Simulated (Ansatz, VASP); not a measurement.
## TeO: VASP beside Ansatz

```
CELL_PARAMETERS angstrom
3.88260 0.00000 0.00000
-1.94130 3.36243 0.00000
0.00000 0.00000 5.54658
ATOMIC_POSITIONS crystal
Te 0.00000 0.00000 0.00000
Te 0.00000 0.00000 0.50000
O 0.33333 0.66667 0.25000
O 0.66667 0.33333 0.75000
```

Change from the starting cell: species swapped into the NiAs type (P6_3/mmc, No. 194).

Alike in both runs: task single point; functional PBE; k mesh 6 × 6 × 4; occupations gaussian, width 0.1 eV; no spin polarisation.

```csv
,VASP,Ansatz
version,VASP 6.6.1,Ansatz 0.2.0
potentials or method,"VASP PAW PBE potentials, release 64 (Te, O), cutoff 600 eV","scalar-relativistic, plane waves, PAW"
valence electrons in the cell,24,44
```

Ansatz gave:

- gap on the k mesh at the Fermi level (eV): none
- pressure (GPa): 2.6
- traceless stress, the component that is largest in VASP (GPa): 8.83

Problem. Which values does VASP return?

Solution. gap on the k mesh at the Fermi level (eV): none; pressure (GPa): 2.3; traceless stress, the component that is largest in VASP (GPa): 8.81.

A gap of «none» marks a metal or a gap that the smearing closes. VASP's potentials hold 24 valence electrons a cell and Ansatz's 44, so a difference there can come from the potentials and not from the codes.

Spin-orbit coupling is off throughout.
